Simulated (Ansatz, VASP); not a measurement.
# Ge: VASP beside Ansatz

```
Ge
1.0
     1.94389   -1.94164    0.00000
     1.94389    1.94164    0.00000
     0.00000    0.00000    5.29721
Ge
2
Cartesian
  1.9439 0.0000 3.9729
  1.9439 0.0000 1.3243
```

Alike in both runs: functional PBE; k mesh 6 × 6 × 4; occupations gaussian, width 0.1 eV; no spin polarisation.

Ansatz relaxed the structure, and its values are those at the end. VASP's run is a single point on that final structure, the one shown.

```csv
,VASP,Ansatz
version,VASP 6.6.1,Ansatz 0.2.0
potentials or method,"VASP PAW PBE potentials, release 64 (Ge_d), cutoff 520 eV","scalar-relativistic, plane waves, PAW"
valence electrons in the cell,28,28
```

VASP gave:

| Quantity | Value |
| --- | --- |
| gap on the k mesh at the Fermi level (eV) | none |
| pressure (GPa) | -0.1 |

Q: What did Ansatz give for the same quantities?

A: gap on the k mesh at the Fermi level (eV): none; pressure (GPa): 0.0.

A gap of «none» marks a metal or a gap that the smearing closes.

The k mesh is coarse, so the values compare programs but aren't converged.
